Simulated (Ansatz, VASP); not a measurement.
BN: VASP beside Ansatz

```
CELL_PARAMETERS angstrom
2.39703 0.00000 0.00000
-1.19851 2.15498 0.00000
0.00000 0.00000 6.49527
ATOMIC_POSITIONS crystal
B 0.32755 0.65510 0.25000
B 0.67245 0.34490 0.75000
N 0.34221 0.68442 0.75000
N 0.65779 0.31558 0.25000
```

Change from the starting cell: normal strain along x -0.0367, normal strain along z +0.0000.

Alike in both runs: functional LDA; k mesh 12 × 12 × 4; occupations gaussian, width 0.05 eV; no spin polarisation.

Ansatz relaxed the structure, and its values are those at the end. VASP's run is a single point on that final structure, the one shown.

```csv
,VASP,Ansatz
version,VASP 6.6.1,Ansatz 0.2.0
potentials or method,"VASP PAW LDA potentials, release 64 (B, N), cutoff 520 eV","scalar-relativistic, plane waves, PAW"
valence electrons in the cell,16,16
```

Ansatz gave:

| Property | Result |
| --- | --- |
| gap on the k mesh at the Fermi level (eV) | 3.97 |
| least direct gap on the mesh (eV) | 4.58 |
| pressure (GPa) | 15.5 |

Q: Which values does VASP return?

A: gap on the k mesh at the Fermi level (eV): 3.95; least direct gap on the mesh (eV): 4.56; pressure (GPa): 16.1.

Ansatz warns that its potentials were made for another functional, while VASP's fit it. LDA's correlation is that of Perdew and Zunger in VASP and of Perdew and Wang (1992) in Ansatz. Ansatz's warnings: stress scf threshold loose.
